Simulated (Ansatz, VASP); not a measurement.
Two plane-wave programs on I

```
I
1.0
     4.56889   -2.30888    0.08248
     4.56889    2.30888    0.08248
    -0.39095    0.00000    9.81138
I
4
Direct
  0.84013 0.65975 0.62197
  0.34025 0.15987 0.87803
  0.15987 0.34025 0.37803
  0.65975 0.84013 0.12197
```

Alike in both runs: functional PBE; k mesh 8 × 8 × 4; occupations gaussian, width 0.02 eV; no spin polarisation.

Ansatz relaxed the structure, and its values are those at the end. VASP's run is a single point on that final structure, the one shown.

|  | VASP | Ansatz |
| --- | --- | --- |
| version | VASP 6.6.1 | Ansatz 0.2.0 |
| potentials or method | VASP PAW PBE potentials, release 64 (I), cutoff 520 eV | scalar-relativistic, plane waves, PAW |
| valence electrons in the cell | 28 | 68 |

Ansatz gave:

| Quantity | Value |
| --- | --- |
| gap on the k mesh at the Fermi level (eV) | 1.03 |
| least direct gap on the mesh (eV) | 1.08 |
| pressure (GPa) | 0.0 |
| rms of the force components (eV/Å) | 0.001 |

Problem. Estimate VASP's values.

Solution. gap on the k mesh at the Fermi level (eV): 1.03; least direct gap on the mesh (eV): 1.09; pressure (GPa): 0.0; rms of the force components (eV/Å): 0.010.

VASP's potentials hold 28 valence electrons a cell and Ansatz's 68, so a difference there can come from the potentials and not from the codes.

Spin-orbit coupling is off throughout.
